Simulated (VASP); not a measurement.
Here is a VASP 6.6.1 calculation.

File INCAR:

```
SYSTEM = Bi2Se3
  PREC = Accurate
  ENCUT = 520
  EDIFF = 1E-6
  ISMEAR = 0
  SIGMA = 0.01
  LREAL = .FALSE.
  LASPH = .TRUE.
  NELM = 100
  ALGO = Normal
  ISIF = 2
  LWAVE = .FALSE.
  LCHARG = .FALSE.
  GGA = PE
  NBANDS = 32
```

The input KPOINTS:

```
regular mesh
0
G
  12 12 4
  0 0 0
```

File POSCAR:

```
Bi2Se3
1.0
    4.1761419328      0.0000000289      0.0000000000
   -2.0880709914      3.6166449892      0.0000000000
    0.0000000000      0.0000000000     11.4766991424
Bi Se
2 3
Direct
    0.0000000000      0.0000000000      0.1737195658
    0.0000000000      0.0000000000      0.8262804342
    0.3333333333      0.6666666667      0.0000000000
    0.6666666667      0.3333333333      0.3100896833
    0.6666666667      0.3333333333      0.6899103167
```

Potentials or basis: VASP PAW PBE potentials, release 64 (Bi_d, Se).

The run is started by

```console
$ cat potpaw_PBE.64/Bi_d/POTCAR potpaw_PBE.64/Se/POTCAR > POTCAR
$ mpirun -np 1 vasp_std > vasp.out
```

(1) Estimate the band gap on the k mesh.

(2) Estimate the pressure.

## Answers

(1) 0.56 eV, indirect (least direct gap 0.89 eV).

(2) 0.0 GPa.

Caveat: spin-orbit coupling is left out, which moves the levels of the heavy elements; this functional lacks dispersion, which binds the layers, so the pressure and a relaxed spacing across them are unreliable.
